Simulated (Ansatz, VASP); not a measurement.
## Si4Sn in VASP and in Ansatz

```
Si Sn
1.0
     4.04161    0.00000    0.00000
    -2.02080    3.50014    0.00000
     0.00000    0.00000    8.19009
Si Sn
4 1
Direct
  0.00000 0.00000 0.33757
  0.00000 0.00000 0.66243
  0.33333 0.66667 0.50000
  0.66667 0.33333 0.50000
  0.00000 0.00000 0.00000
```

Alike in both runs: functional PBE; k mesh 12 × 12 × 6; occupations gaussian, width 0.1 eV; no spin polarisation.

Ansatz relaxed the structure, and its values are those at the end. VASP's run is a single point on that final structure, the one shown.

|  | VASP | Ansatz |
| --- | --- | --- |
| version | VASP 6.6.1 | Ansatz 0.2.0 |
| potentials or method | VASP PAW PBE potentials, release 64 (Si, Sn_d), cutoff 520 eV | scalar-relativistic, plane waves, PAW |
| valence electrons in the cell | 30 | 30 |

Ansatz gave:

| Property | Result |
| --- | --- |
| gap on the k mesh at the Fermi level (eV) | none |
| pressure (GPa) | 0.0 |

Which values does VASP return?

gap on the k mesh at the Fermi level (eV): none; pressure (GPa): -0.1.

A gap of «none» marks a metal or a gap that the smearing closes.
